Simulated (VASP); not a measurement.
# Hg (C2/c) in VASP: single point with RPBE

Aim: the single point of Hg with RPBE.

Everything below comes from runs of VASP 6.6.1. Logs are shortened: lines on timing, memory, paths and dates and some standing lists are left out, and cuts for length are marked.

## (1) The cell of the first run

Symmetry: C2/c, No. 15, monoclinic system. The conventional cell has a = 4.948 Å, b = 12.632 Å, c = 6.793 Å, α = 90.00°, β = 111.28°, γ = 90.00°.

## (2) Single point, RPBE (volume scaled by 0.92)

Contents of INCAR:

```
SYSTEM = Hg
  ALGO = Normal
  EDIFF = 1E-7
  ENCUT = 520
  GGA = RP
  ISIF = 2
  ISMEAR = -1
  LASPH = .True.
  LCHARG = .False.
  LREAL = .False.
  LWAVE = .False.
  NBANDS = 19
  NELM = 60
  PREC = Accurate
  SIGMA = 0.1
```

Contents of KPOINTS:

```
k-points
0
Gamma
  8 8 6
  0 0 0
```

Contents of POSCAR:

```
Hg
1.0
   -4.4673487672      4.4650726292      2.4741517712
    4.4650726292     -4.4673487672      2.4741517712
    4.4769050779      4.4769050779     -2.4783205222
Hg
2
Direct
    0.9999534417      0.0000465583      0.0000000000
    0.7500465583      0.2499534417      0.5000000000
```

Potentials or basis: VASP PAW PBE potentials, release 64 (Hg).

On the command line:

```
$ cat potpaw_PBE.64/Hg/POTCAR > POTCAR
$ mpirun -np 1 vasp_std > vasp.out
```

OUTCAR:

```text
SYSTEM = Hg
   EDIFF = 1E-7
   ENCUT = 520
   GGA = RP
   ISIF = 2
   ISMEAR = -1
   LASPH = .True.
   LREAL = .False.
   NELM = 60
   PREC = Accurate

 ion  position               nearest neighbor table
   1  1.000  0.000  0.000-
   2  0.750  0.250  0.500-

  Warning from LATTYP: Got some problem with cell dimensions!
  Tried to take original basis but could not verify dimensions!
  LATTYP: Found a base centered monoclinic cell.
 ALAT       =     4.9483045894
 B/A-ratio  =     2.5528645732
 C/A-ratio  =     1.3728019832
 COS(beta)  =    -0.3629987654

  Lattice vectors:

 A1 = (   4.4673487672,  -4.4650726292,  -2.4741517712)
 A2 = (  -4.4650726292,   4.4673487672,  -2.4741517712)
 A3 = (   4.4746289399,   4.4746289399,   2.4699830202)

Analysis of symmetry for initial positions (statically):
=====================================================================
 Subroutine PRICEL returns:
 Original cell was already a primitive cell.

 Routine SETGRP: Setting up the symmetry group for a
 base centered monoclinic supercell.

 Subroutine GETGRP returns: Found  4 space group operations
 (whereof  2 operations were pure point group operations)
 out of a pool of  4 trial point group operations.

The static configuration has the point symmetry C_2 .
 The point group associated with its full space group is C_2h.

Analysis of symmetry for dynamics (positions and initial velocities):
=====================================================================
 Subroutine PRICEL returns:
 Original cell was already a primitive cell.

 Routine SETGRP: Setting up the symmetry group for a
 base centered monoclinic supercell.

 Subroutine GETGRP returns: Found  4 space group operations
 (whereof  2 operations were pure point group operations)
 out of a pool of  4 trial point group operations.

The dynamic configuration has the point symmetry C_2 .
 The point group associated with its full space group is C_2h.

 Subroutine INISYM returns: Found  4 space group operations
 (whereof  2 operations are pure point group operations),
 and found     1 'primitive' translations

----------------------------------------------------------------------------------------

                                     Primitive cell

  volume of cell :     197.8303

  direct lattice vectors                    reciprocal lattice vectors
    -4.467348767  4.465072629  2.474151771    -0.000025378  0.111926349  0.202140934
     4.465072629 -4.467348767  2.474151771     0.111926349 -0.000025378  0.202140934
     4.476905078  4.476905078 -2.478320522     0.111712744  0.111712744  0.000102772

  length of vectors
     6.783472973  6.783472973  6.799075729     0.231059442  0.231059442  0.157985711

  position of ions in fractional coordinates (direct lattice)
     0.999953442  0.000046558  0.000000000
     0.750046558  0.249953442  0.500000000

  ion indices of the primitive-cell ions
   primitive index   ion index
                 1           1
                 2           2

----------------------------------------------------------------------------------------

 KPOINTS: k-points

Automatic generation of k-mesh.
 Grid dimensions read from file:
 generate k-points for:    8    8    6

 Generating k-lattice:

  Cartesian coordinates                     Fractional coordinates (reciprocal lattice)
    -0.000003172  0.013990794  0.025267617     0.125000000  0.000000000  0.000000000
     0.013990794 -0.000003172  0.025267617     0.000000000  0.125000000  0.000000000
     0.018618791  0.018618791  0.000017129     0.000000000  0.000000000  0.166666667

  Length of vectors
     0.028882430  0.028882430  0.026330952

  Shift w.r.t. Gamma in fractional coordinates (k-lattice)
     0.000000000  0.000000000  0.000000000

 Subroutine IBZKPT returns following result:
 ===========================================

 Found    114 irreducible k-points:

 Following reciprocal coordinates:
            Coordinates               Weight
  0.000000  0.000000  0.000000      1.000000
  0.125000  0.000000  0.000000      4.000000
  0.250000  0.000000  0.000000      4.000000
  0.375000  0.000000  0.000000      4.000000
  0.500000  0.000000  0.000000      2.000000
  0.125000  0.125000  0.000000      2.000000
[... 16 lines left out ...]
  0.125000  0.000000  0.166667      4.000000
  0.250000  0.000000  0.166667      4.000000
 [... further k-points ...]
   k-points           NKPTS =    114   k-points in BZ     NKDIM =    114   number of bands    NBANDS=     19
   number of dos      NEDOS =    301   number of ions     NIONS =      2
   total plane-waves  NPLWV = 135000
   dimension x,y,z NGX =    50 NGY =   50 NGZ =   54
   dimension x,y,z NGXF=   100 NGYF=  100 NGZF=  108
   ions per type =               2
   NGX,Y,Z   is equivalent  to a cutoff of  12.25, 12.25, 13.20 a.u.
   NGXF,Y,Z  is equivalent  to a cutoff of  24.51, 24.51, 26.41 a.u.
 SYSTEM =  Hg
   PREC   = accura    normal or accurate (medium, high low for compatibility)
   ISTART =      0    job   : 0-new  1-cont  2-samecut
   ICHARG =      2    charge: 1-file 2-atom 10-const
   ISPIN  =      1    spin polarized calculation?
   LNONCOLLINEAR =      F non collinear calculations
   LSORBIT =      F    spin-orbit coupling
   LASPH  =      T    aspherical Exc in radial PAW
   ENCUT  =  520.0 eV  38.22 Ry    6.18 a.u.  12.61 12.61 12.64*2*pi/ulx,y,z
   NELM   =     60;   NELMIN=  2; NELMDL= -5     # of ELM steps
   EDIFF  = 0.1E-06   stopping-criterion for ELM
   LREAL  =      F    real-space projection
   EDIFFG = 0.1E-05   stopping-criterion for IOM
   NSW    =      0    number of steps for IOM
   IBRION =     -1    ionic relax: 0-MD 1-quasi-New 2-CG
   NFREE  =      0    steps in history (QN), initial steepest desc. (CG)
   ISIF   =      2    stress and relaxation
   ISYM   =      2    0-nonsym 1-usesym 2-fastsym
   POTIM  = 0.5000    time-step for ionic-motion
   TEBEG  =    0.0;   TEEND  =   0.0 temperature during run
   PSTRESS=    0.0 pullay stress
   NELECT =      24.0000    total number of electrons
   NUPDOWN=      -1.0000    fix difference up-down
   EMIN   =  10.00;   EMAX   =-10.00  energy-range for DOS
   EFERMI =   0.00;   METHOD = LEGACY
   ISMEAR =    -1;   SIGMA  =   0.10  broadening in eV -4-tet -1-fermi 0-gaus
   EFERMI_NEDOS =   21; number of points for ismear=-14 and -15
   IALGO  =     38    algorithm
   IMIX   =      4    mixing-type and parameters
     AMIX     =   0.40;   BMIX     =  1.00
     AMIX_MAG =   1.60;   BMIX_MAG =  1.00
  volume/ion in A,a.u.               =      98.92       667.51
  Fermi-wavevector in a.u.,A,eV,Ry     =   0.810428  1.531486  8.936213  0.656793
  Thomas-Fermi vector in A             =   1.919601
   LORBIT       =      0    0 simple, 1 ext, 2 COOP (PROOUT), +10 PAW based schemes
   GGA     = RP    functional components
   LHFCALC =     F    Hartree Fock is set to
   AEXX    =    0.0000 exact exchange contribution
   IVDW    =     0    specifies the selected vdW correction
   LEPSILON=     F    determine dielectric tensor
   LRPA    =     F    only Hartree local field effects (RPA)
 non-spin polarized calculation
  energy-cutoff  :      520.00
  volume of cell :      197.83
 maximum number of plane-waves:      5359
   NGX = 25   NGY = 25   NGZ = 25

 number of electron      24.0000002 magnetization

 Free energy of the ion-electron system (eV)
  ---------------------------------------------------
  ext. energy  EPLUGINS =         0.00000000
  ---------------------------------------------------
  free energy    TOTEN  =        -0.06071111 eV

  energy without entropy =       -0.06071110  energy(sigma->0) =       -0.06071111

 E-fermi :  -2.6350     XC(G=0):  -4.5628

 val. band max:       -4.5643190536   @ k =  -0.1250  -0.2500   0.1667
 cond. band min:      -0.8349231755   @ k =   0.5000   0.5000   0.5000
 fundamental gap:      3.7293958781
 Fermi energy:        -2.6350029515

 k-point     1 :       0.0000    0.0000    0.0000
  band No.  band energies     occupation
      1      -8.2483      2.00000
      2      -8.2250      2.00000
      3      -8.2248      2.00000
      4      -8.2133      2.00000
      5      -8.1882      2.00000
      6      -8.1882      2.00000
[... 11 lines left out ...]
     18       2.7421      0.00000
     19       2.8903      0.00000

 k-point     2 :       0.1250    0.0000    0.0000
  band No.  band energies     occupation
      1      -8.2461      2.00000
      2      -8.2226      2.00000
      3      -8.2194      2.00000
      4      -8.2072      2.00000
      5      -8.1920      2.00000
      6      -8.1904      2.00000
[... 11 lines left out ...]
     18       2.7188      0.00000
     19       3.0947      0.00000

 k-point     3 :       0.2500    0.0000    0.0000
  band No.  band energies     occupation
      1      -8.2407      2.00000
      2      -8.2171      2.00000
      3      -8.2102      2.00000
      4      -8.2026      2.00000
      5      -8.1987      2.00000
      6      -8.1904      2.00000
[... 11 lines left out ...]
     18       2.5515      0.00000
     19       3.6639      0.00000

 k-point     4 :       0.3750    0.0000    0.0000
  band No.  band energies     occupation
      1      -8.2352      2.00000
      2      -8.2132      2.00000
      3      -8.2110      2.00000
      4      -8.2063      2.00000
      5      -8.2020      2.00000
      6      -8.1948      2.00000
[... 11 lines left out ...]
     18       2.2211      0.00000
     19       4.0747      0.00000

 k-point     5 :       0.5000    0.0000    0.0000
  band No.  band energies     occupation
      1      -8.2322      2.00000
      2      -8.2167      2.00000
      3      -8.2135      2.00000
      4      -8.2050      2.00000
      5      -8.2006      2.00000
      6      -8.1968      2.00000
[... 11 lines left out ...]
     18       2.0432      0.00000
     19       4.2057      0.00000

 k-point     6 :       0.1250    0.1250    0.0000
  band No.  band energies     occupation
      1      -8.2426      2.00000
      2      -8.2186      2.00000
      3      -8.2093      2.00000
      4      -8.1995      2.00000
      5      -8.1961      2.00000
      6      -8.1931      2.00000
[... 11 lines left out ...]
     18       2.4739      0.00000
     19       3.4627      0.00000

 k-point     7 :       0.2500    0.1250    0.0000
  band No.  band energies     occupation
      1      -8.2380      2.00000
      2      -8.2135      2.00000
      3      -8.2106      2.00000
      4      -8.2032      2.00000
      5      -8.1997      2.00000
      6      -8.1965      2.00000
[... 11 lines left out ...]
     18       2.2593      0.00000
     19       3.9267      0.00000

 k-point     8 :       0.3750    0.1250    0.0000
  band No.  band energies     occupation
      1      -8.2339      2.00000
      2      -8.2156      2.00000
      3      -8.2115      2.00000
      4      -8.2062      2.00000
      5      -8.1988      2.00000
      6      -8.1967      2.00000
[... 256 lines left out ...]
 k-point    20 :      -0.3750    0.3750    0.0000
  band No.  band energies     occupation
      1      -8.2275      2.00000
      2      -8.2264      2.00000
      3      -8.2239      2.00000
      4      -8.2065      2.00000
      5      -8.2020      2.00000
      6      -8.1870      2.00000
[... 11 lines left out ...]
     18       2.6789      0.00000
     19       4.6205      0.00000

 k-point    21 :       0.5000    0.5000    0.0000
  band No.  band energies     occupation
      1      -8.2267      2.00000
      2      -8.2265      2.00000
      3      -8.2135      2.00000
      4      -8.2135      2.00000
      5      -8.1961      2.00000
      6      -8.1961      2.00000
[... 11 lines left out ...]
     18       2.6332      0.00000
     19       5.0175      0.00000

 k-point    22 :       0.0000    0.0000    0.1667
  band No.  band energies     occupation
      1      -8.2435      2.00000
      2      -8.2259      2.00000
      3      -8.2209      2.00000
      4      -8.2166      2.00000
      5      -8.1907      2.00000
      6      -8.1853      2.00000
[... 11 lines left out ...]
     18       2.7946      0.00000
     19       3.2808      0.00000

 k-point    23 :       0.1250    0.0000    0.1667
  band No.  band energies     occupation
      1      -8.2387      2.00000
      2      -8.2214      2.00000
      3      -8.2165      2.00000
      4      -8.2132      2.00000
      5      -8.1942      2.00000
      6      -8.1871      2.00000
[... 11 lines left out ...]
     18       2.5879      0.00000
     19       3.7150      0.00000

 k-point    24 :       0.2500    0.0000    0.1667
  band No.  band energies     occupation
      1      -8.2334      2.00000
      2      -8.2138      2.00000
      3      -8.2113      2.00000
      4      -8.2096      2.00000
      5      -8.1976      2.00000
      6      -8.1915      2.00000
[... 11 lines left out ...]
     18       2.5842      0.00000
     19       4.2428      0.00000

 [... further k-points ...]
[... 5 lines left out ...]
  --------------------------------------------------------------------------------------
  -------------------------------------------------------------------------------------
  Total        0.0402265      0.0402265      0.0115411     -0.0000803     -0.0000560     -0.0000560
  in kB        0.3257845      0.3257845      0.0934687     -0.0006502     -0.0004533     -0.0004533
  external PRESSURE =       0.2483459 kB  Pullay stress =       0.0000000 kB

 VOLUME and BASIS-vectors are now :
 -----------------------------------------------------------------------------
  energy-cutoff  :      520.00
  volume of cell :      197.83
      direct lattice vectors                 reciprocal lattice vectors
    -4.467348767  4.465072629  2.474151771    -0.000025378  0.111926349  0.202140934
     4.465072629 -4.467348767  2.474151771     0.111926349 -0.000025378  0.202140934
     4.476905078  4.476905078 -2.478320522     0.111712744  0.111712744  0.000102772

 POSITION                                       TOTAL-FORCE (eV/Angst)
 -----------------------------------------------------------------------------------
     -4.46693      4.46466      2.47415        -0.000014      0.000014     -0.000000
      0.00379      4.47084      1.23499         0.000014     -0.000014      0.000000
 -----------------------------------------------------------------------------------
    total drift:                                0.000000     -0.000000      0.000000

  FREE ENERGIE OF THE ION-ELECTRON SYSTEM (eV)
  ---------------------------------------------------
  free  energy   TOTEN  =        -0.0607111087 eV

  energy  without entropy=       -0.0607111044  energy(sigma->0) =       -0.06071111
```

It took 11 min on 1 thread of Oxide Virtual Turin-like, shared host; peak memory 0.56 GiB.

Results:

```
Free energy            : -0.0607 eV
Pressure               : 0.0 GPa
Band gap on the k mesh : 3.73 eV, indirect (least direct gap 4.19 eV)
```

Levels at points of the mesh, in eV from the valence-band top:
| k point | band 9 | band 10 | band 11 | band 12 | band 13 | band 14 | band 15 | band 16 |
| --- | --- | --- | --- | --- | --- | --- | --- | --- |
| (0.00, 0.00, 0.00) | -3.60 | -3.58 | -1.25 | -0.10 | 4.71 | 4.72 | 7.28 | 7.28 |
| (0.50, 0.00, 0.00) | -3.60 | -3.59 | -0.57 | -0.16 | 4.06 | 4.80 | 4.96 | 6.11 |
| (0.50, 0.50, 0.00) | -3.61 | -3.61 | -0.73 | -0.73 | 5.13 | 5.13 | 5.62 | 5.62 |
| (0.00, 0.00, 0.50) | -3.61 | -3.61 | -0.73 | -0.73 | 5.13 | 5.13 | 5.63 | 5.63 |
| (0.50, 0.00, 0.50) | -3.60 | -3.59 | -0.57 | -0.16 | 4.06 | 4.80 | 4.96 | 6.12 |
| (0.50, 0.50, 0.50) | -3.62 | -3.62 | -0.64 | -0.64 | 3.73 | 3.73 | 6.97 | 6.97 |

Caveat: the PAW data sets were made with another functional, which shifts forces and pressure a little; spin-orbit coupling is left out, which moves the levels of the heavy elements.
